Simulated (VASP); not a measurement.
# InSb3 (Fm-3m) in VASP: single point with PBE

Aim: the single point of InSb3 with PBE.

All numbers are computed with VASP 6.6.1; they aren't measurements. Logs are shortened: lines on timing, memory, paths and dates and some standing lists are left out, and cuts for length are marked.

## 1. The cell of the first run

It takes space group Fm-3m (No. 225, cubic). Conventional cell: a = 7.589 Å, b = 7.589 Å, c = 7.589 Å, α = 90.00°, β = 90.00°, γ = 90.00°. Within 4.3 Å of In (site symmetry m-3m) lie 14 Sb at 3.29 to 3.79 Å. Within 4.3 Å of Sb (site symmetry -43m) lie 4 In at 3.29 Å and 10 Sb at 3.29 to 3.79 Å. Sb (site symmetry m-3m) has 8 Sb at 3.29 Å and 6 In at 3.79 Å within 4.3 Å.

## 2. Single point, PBE

The input, INCAR:

```
SYSTEM = InSb3
PREC     = Accurate       ! precision mode
ENCUT    = 500            ! plane-wave cutoff, eV
EDIFF    = 1E-6           ! SCF threshold, eV
ISMEAR   = -1             ! smearing method
SIGMA    = 0.1            ! smearing width, eV
LREAL    = .False.        ! projectors in reciprocal space
LASPH    = .True.         ! aspherical terms in the spheres
NELM     = 120            ! most SCF steps
ALGO     = Normal         ! electronic algorithm
ISIF     = 2              ! what is computed and relaxed
LWAVE    = .False.        ! write WAVECAR
LCHARG   = .False.        ! write CHGCAR
GGA      = PE             ! functional
NBANDS   = 22             ! bands
GGA_COMPAT= .False.
```

The input, KPOINTS:

```
Automatic mesh
0
Gamma
  4 4 4
  0 0 0
```

The input, POSCAR:

```
InSb3
1.0
    0.0000000000      3.7945550000      3.7945550000
    3.7945550000      0.0000000000      3.7945550000
    3.7945550000      3.7945550000      0.0000000000
In Sb
1 3
Direct
    0.0000000000      0.0000000000      0.0000000000
    0.2500000000      0.2500000000      0.2500000000
    0.7500000000      0.7500000000      0.7500000000
    0.5000000000      0.5000000000      0.5000000000
```

Potentials or basis: VASP PAW PBE potentials, release 64 (In_d, Sb).

The run is started by

```console
cat potpaw_PBE.64/In_d/POTCAR potpaw_PBE.64/Sb/POTCAR > POTCAR
mpirun -np 1 vasp_std > vasp.out
```

OUTCAR:

```text
SYSTEM = InSb3
   PREC = Accurate
   ENCUT = 500
   EDIFF = 1E-6
   ISMEAR = -1
   LREAL = .False.
   LASPH = .True.
   NELM = 120
   ISIF = 2
   GGA = PE

 ion  position               nearest neighbor table
   1  0.000  0.000  0.000-   2 3.29   3 3.29   3 3.29   3 3.29   3 3.29   2 3.29   2 3.29   2 3.29
                             4 3.79   4 3.79   4 3.79   4 3.79   4 3.79   4 3.79
   2  0.250  0.250  0.250-   1 3.29   4 3.29   1 3.29   1 3.29   1 3.29   4 3.29   4 3.29   4 3.29

   3  0.750  0.750  0.750-   1 3.29   4 3.29   4 3.29   4 3.29   4 3.29   1 3.29   1 3.29   1 3.29

   4  0.500  0.500  0.500-   2 3.29   3 3.29   2 3.29   2 3.29   2 3.29   3 3.29   3 3.29   3 3.29
                             1 3.79   1 3.79   1 3.79   1 3.79   1 3.79   1 3.79

  LATTYP: Found a face centered cubic cell.
 ALAT       =     7.5891100000

  Lattice vectors:

 A1 = (   0.0000000000,   3.7945550000,   3.7945550000)
 A2 = (   3.7945550000,   0.0000000000,   3.7945550000)
 A3 = (   3.7945550000,   3.7945550000,   0.0000000000)

Analysis of symmetry for initial positions (statically):
=====================================================================
 Subroutine PRICEL returns:
 Original cell was already a primitive cell.

 Routine SETGRP: Setting up the symmetry group for a
 face centered cubic supercell.

 Subroutine GETGRP returns: Found 48 space group operations
 (whereof 48 operations were pure point group operations)
 out of a pool of 48 trial point group operations.

The static configuration has the point symmetry O_h .

Analysis of symmetry for dynamics (positions and initial velocities):
=====================================================================
 Subroutine PRICEL returns:
 Original cell was already a primitive cell.

 Routine SETGRP: Setting up the symmetry group for a
 face centered cubic supercell.

 Subroutine GETGRP returns: Found 48 space group operations
 (whereof 48 operations were pure point group operations)
 out of a pool of 48 trial point group operations.

The dynamic configuration has the point symmetry O_h .

 Subroutine INISYM returns: Found 48 space group operations
 (whereof 48 operations are pure point group operations),
 and found     1 'primitive' translations

----------------------------------------------------------------------------------------

                                     Primitive cell

  volume of cell :     109.2729

  direct lattice vectors                    reciprocal lattice vectors
     0.000000000  3.794555000  3.794555000    -0.131767757  0.131767757  0.131767757
     3.794555000  0.000000000  3.794555000     0.131767757 -0.131767757  0.131767757
     3.794555000  3.794555000  0.000000000     0.131767757  0.131767757 -0.131767757

  length of vectors
     5.366311144  5.366311144  5.366311144     0.228228449  0.228228449  0.228228449

  position of ions in fractional coordinates (direct lattice)
     0.000000000  0.000000000  0.000000000
     0.250000000  0.250000000  0.250000000
     0.750000000  0.750000000  0.750000000
     0.500000000  0.500000000  0.500000000

  ion indices of the primitive-cell ions
   primitive index   ion index
                 1           1
                 2           2
                 3           3
                 4           4

----------------------------------------------------------------------------------------

 KPOINTS: Automatic mesh

Automatic generation of k-mesh.
 Grid dimensions read from file:
 generate k-points for:    4    4    4

 Generating k-lattice:

  Cartesian coordinates                     Fractional coordinates (reciprocal lattice)
    -0.032941939  0.032941939  0.032941939     0.250000000  0.000000000  0.000000000
     0.032941939 -0.032941939  0.032941939     0.000000000  0.250000000  0.000000000
     0.032941939  0.032941939 -0.032941939     0.000000000  0.000000000  0.250000000

  Length of vectors
     0.057057112  0.057057112  0.057057112

  Shift w.r.t. Gamma in fractional coordinates (k-lattice)
     0.000000000  0.000000000  0.000000000

 Subroutine IBZKPT returns following result:
 ===========================================

 Found      8 irreducible k-points:

 Following reciprocal coordinates:
            Coordinates               Weight
  0.000000  0.000000  0.000000      1.000000
  0.250000  0.000000  0.000000      8.000000
  0.500000  0.000000  0.000000      4.000000
  0.250000  0.250000  0.000000      6.000000
  0.500000  0.250000  0.000000     24.000000
 -0.250000  0.250000  0.000000     12.000000
  0.500000  0.500000  0.000000      3.000000
 -0.250000  0.500000  0.250000      6.000000
   k-points           NKPTS =      8   k-points in BZ     NKDIM =      8   number of bands    NBANDS=     22
   number of dos      NEDOS =    301   number of ions     NIONS =      4
   total plane-waves  NPLWV =  64000
   dimension x,y,z NGX =    40 NGY =   40 NGZ =   40
   dimension x,y,z NGXF=    80 NGYF=   80 NGZF=   80
   ions per type =               1   3
   NGX,Y,Z   is equivalent  to a cutoff of  12.39, 12.39, 12.39 a.u.
   NGXF,Y,Z  is equivalent  to a cutoff of  24.78, 24.78, 24.78 a.u.
 SYSTEM =  InSb3
   PREC   = accura    normal or accurate (medium, high low for compatibility)
   ISTART =      0    job   : 0-new  1-cont  2-samecut
   ICHARG =      2    charge: 1-file 2-atom 10-const
   ISPIN  =      1    spin polarized calculation?
   LNONCOLLINEAR =      F non collinear calculations
   LSORBIT =      F    spin-orbit coupling
   LASPH  =      T    aspherical Exc in radial PAW
   ENCUT  =  500.0 eV  36.75 Ry    6.06 a.u.   9.78  9.78  9.78*2*pi/ulx,y,z
   NELM   =    120;   NELMIN=  2; NELMDL= -5     # of ELM steps
   EDIFF  = 0.1E-05   stopping-criterion for ELM
   LREAL  =      F    real-space projection
   EDIFFG = 0.1E-04   stopping-criterion for IOM
   NSW    =      0    number of steps for IOM
   IBRION =     -1    ionic relax: 0-MD 1-quasi-New 2-CG
   NFREE  =      0    steps in history (QN), initial steepest desc. (CG)
   ISIF   =      2    stress and relaxation
   ISYM   =      2    0-nonsym 1-usesym 2-fastsym
   POTIM  = 0.5000    time-step for ionic-motion
   TEBEG  =    0.0;   TEEND  =   0.0 temperature during run
   PSTRESS=    0.0 pullay stress
   NELECT =      28.0000    total number of electrons
   NUPDOWN=      -1.0000    fix difference up-down
   EMIN   =  10.00;   EMAX   =-10.00  energy-range for DOS
   EFERMI =   0.00;   METHOD = LEGACY
   ISMEAR =    -1;   SIGMA  =   0.10  broadening in eV -4-tet -1-fermi 0-gaus
   EFERMI_NEDOS =   21; number of points for ismear=-14 and -15
   IALGO  =     38    algorithm
   IMIX   =      4    mixing-type and parameters
     AMIX     =   0.40;   BMIX     =  1.00
     AMIX_MAG =   1.60;   BMIX_MAG =  1.00
  volume/ion in A,a.u.               =      27.32       184.35
  Fermi-wavevector in a.u.,A,eV,Ry     =   1.039816  1.964968 14.710866  1.081218
  Thomas-Fermi vector in A             =   2.174364
   LORBIT       =      0    0 simple, 1 ext, 2 COOP (PROOUT), +10 PAW based schemes
   GGA     = PE    functional components
   LHFCALC =     F    Hartree Fock is set to
   AEXX    =    0.0000 exact exchange contribution
   IVDW    =     0    specifies the selected vdW correction
   LEPSILON=     F    determine dielectric tensor
   LRPA    =     F    only Hartree local field effects (RPA)
 non-spin polarized calculation
  energy-cutoff  :      500.00
  volume of cell :      109.27
 maximum number of plane-waves:      2788
   NGX = 19   NGY = 19   NGZ = 19

 number of electron      27.9999991 magnetization

 Free energy of the ion-electron system (eV)
  ---------------------------------------------------
  ext. energy  EPLUGINS =         0.00000000
  ---------------------------------------------------
  free energy    TOTEN  =       -14.16096487 eV

  energy without entropy =      -14.01843100  energy(sigma->0) =      -14.08969793

 E-fermi :   7.9566     XC(G=0): -10.1446

 val. band max:        7.9157211764   @ k =   0.2500   0.0000   0.0000
 cond. band min:       7.9663903027   @ k =   0.5000   0.2500   0.0000
 fundamental gap:      0.0506691263
 Fermi energy:         7.9565674634

 k-point     1 :       0.0000    0.0000    0.0000
  band No.  band energies     occupation
      1      -6.5806      2.00000
      2      -6.5806      2.00000
      3      -6.5806      2.00000
      4      -6.5502      2.00000
      5      -6.5502      2.00000
      6      -4.2716      2.00000
[... 14 lines left out ...]
     21      14.6680      0.00000
     22      14.6680      0.00000

 k-point     2 :       0.2500    0.0000    0.0000
  band No.  band energies     occupation
      1      -6.5877      2.00000
      2      -6.5777      2.00000
      3      -6.5777      2.00000
      4      -6.5510      2.00000
      5      -6.5510      2.00000
      6      -3.8151      2.00000
[... 14 lines left out ...]
     21      12.9552      0.00000
     22      13.5715      0.00000

 k-point     3 :       0.5000    0.0000    0.0000
  band No.  band energies     occupation
      1      -6.5957      2.00000
      2      -6.5754      2.00000
      3      -6.5754      2.00000
      4      -6.5512      2.00000
      5      -6.5512      2.00000
      6      -2.8178      2.00000
[... 14 lines left out ...]
     21      13.6889      0.00000
     22      16.2442      0.00000

 k-point     4 :       0.2500    0.2500    0.0000
  band No.  band energies     occupation
      1      -6.5923      2.00000
      2      -6.5749      2.00000
      3      -6.5749      2.00000
      4      -6.5554      2.00000
      5      -6.5490      2.00000
      6      -3.6613      2.00000
[... 14 lines left out ...]
     21      12.7375      0.00000
     22      12.7375      0.00000

 k-point     5 :       0.5000    0.2500    0.0000
  band No.  band energies     occupation
      1      -6.5946      2.00000
      2      -6.5774      2.00000
      3      -6.5718      2.00000
      4      -6.5574      2.00000
      5      -6.5497      2.00000
      6      -2.6773      2.00000
[... 14 lines left out ...]
     21      13.2077      0.00000
     22      14.1815      0.00000

 k-point     6 :      -0.2500    0.2500    0.0000
  band No.  band energies     occupation
      1      -6.5877      2.00000
      2      -6.5822      2.00000
      3      -6.5742      2.00000
      4      -6.5530      2.00000
      5      -6.5522      2.00000
      6      -3.0819      2.00000
[... 14 lines left out ...]
     21      13.5073      0.00000
     22      14.7445      0.00000

 k-point     7 :       0.5000    0.5000    0.0000
  band No.  band energies     occupation
      1      -6.6043      2.00000
      2      -6.5687      2.00000
      3      -6.5687      2.00000
      4      -6.5628      2.00000
      5      -6.5476      2.00000
      6      -2.0849      2.00000
[... 14 lines left out ...]
     21      13.0262      0.00000
     22      13.3439      0.00000

 k-point     8 :      -0.2500    0.5000    0.2500
  band No.  band energies     occupation
      1      -6.5874      2.00000
      2      -6.5874      2.00000
      3      -6.5687      2.00000
      4      -6.5590      2.00000
      5      -6.5503      2.00000
      6      -1.7350      2.00000
[... 14 lines left out ...]
     21      12.1004      0.00000
     22      15.7791      0.00000

------------------------ aborting loop because EDIFF is reached ----------------------------------------

  FORCE on cell =-STRESS in cart. coord.  units (eV):
  Direction    XX          YY          ZZ          XY          YZ          ZX
  --------------------------------------------------------------------------------------
  -------------------------------------------------------------------------------------
  Total       -0.8578616     -0.8578616     -0.8578616     -0.0000000     -0.0000000      0.0000000
  in kB      -12.5781068    -12.5781068    -12.5781068     -0.0000000     -0.0000000      0.0000000
  external PRESSURE =     -12.5781068 kB  Pullay stress =       0.0000000 kB

 VOLUME and BASIS-vectors are now :
 -----------------------------------------------------------------------------
  energy-cutoff  :      500.00
  volume of cell :      109.27
      direct lattice vectors                 reciprocal lattice vectors
     0.000000000  3.794555000  3.794555000    -0.131767757  0.131767757  0.131767757
     3.794555000  0.000000000  3.794555000     0.131767757 -0.131767757  0.131767757
     3.794555000  3.794555000  0.000000000     0.131767757  0.131767757 -0.131767757

 POSITION                                       TOTAL-FORCE (eV/Angst)
 -----------------------------------------------------------------------------------
      0.00000      0.00000      0.00000         0.000000     -0.000000     -0.000000
      1.89728      1.89728      1.89728        -0.000000     -0.000000     -0.000000
      5.69183      5.69183      5.69183         0.000000      0.000000      0.000000
      3.79455      3.79455      3.79455         0.000000     -0.000000     -0.000000
 -----------------------------------------------------------------------------------
    total drift:                               -0.000000      0.000000      0.000000

  FREE ENERGIE OF THE ION-ELECTRON SYSTEM (eV)
  ---------------------------------------------------
  free  energy   TOTEN  =       -14.1609648701 eV

  energy  without entropy=      -14.0184309977  energy(sigma->0) =      -14.08969793
```

Run time: 14 s. Hardware: 1 thread of Intel Xeon Platinum 8375C at 2.90GHz (Ice Lake), shared host; peak memory 0.23 GiB.

What came out:

```
Free energy            : -14.1610 eV
Pressure               : -1.3 GPa
Band gap on the k mesh : zero (bands 14 and 15 overlap by 3.49 eV)
```

Caveat: spin-orbit coupling is left out, which moves the levels of the heavy elements.

The gap in the log of VASP goes by the Fermi energy; the results here count the filled bands.